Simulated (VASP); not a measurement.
## Sn: single point with PBE

Crystal: Sn.

```
CELL_PARAMETERS angstrom
5.91205 0.00000 0.00000
0.00000 5.91205 0.00000
0.00000 0.00000 3.05007
ATOMIC_POSITIONS crystal
Sn 0.00000 0.00000 0.00000
Sn 0.00000 0.50000 0.00000
Sn 0.50000 0.00000 0.00000
```

```yaml
Program: VASP 6.6.1
Task: single point
Functional: PBE
Potentials_or_basis: VASP PAW PBE potentials, release 64 (Sn_d)
Cutoff: 520 eV
k_mesh: 4 × 4 × 6
Occupations: gaussian, width 0.1 eV
Spin: no spin polarisation
Dipole_correction: no
Further_INCAR_settings: ALGO = Normal; EDIFF = 1e-07; NBANDS = 28
```

```json
{"Pressure": "0.2 GPa", "Band gap on the k mesh": "zero (band 21 reaches 6.56 eV, above the bottom of band 22 at 3.45 eV)"}
```

Stress tensor (GPa, compression positive):
```
 0.31  0.00  0.00
 0.00  0.31  0.00
 0.00  0.00 -0.04
```

Levels at points of the mesh, in eV from the Fermi level:
```csv
k point,band 19,band 20,band 21,band 22,band 23,band 24
"(0.00, 0.00, 0.00)",-4.12,-4.12,0.08,0.08,3.49,3.84
"(0.50, 0.00, 0.00)",-3.85,-1.13,-0.97,1.04,1.28,6.29
"(0.50, 0.50, 0.00)",-2.64,0.42,1.02,1.02,1.48,1.74
"(0.00, 0.00, 0.50)",-2.06,-1.79,-1.70,-1.70,-0.50,2.70
"(0.50, 0.00, 0.50)",-2.94,-2.69,-1.46,-1.02,1.76,1.77
"(0.50, 0.50, 0.50)",-2.86,-2.63,-2.63,0.20,2.87,3.57
```

Run time: 40 s on 1 thread of Intel(R) Xeon(R) 6975P-C (Granite Rapids), with other jobs on the host, peak memory 0.23 GiB.

Caveat: spin-orbit coupling is left out, which moves the levels of the heavy elements.
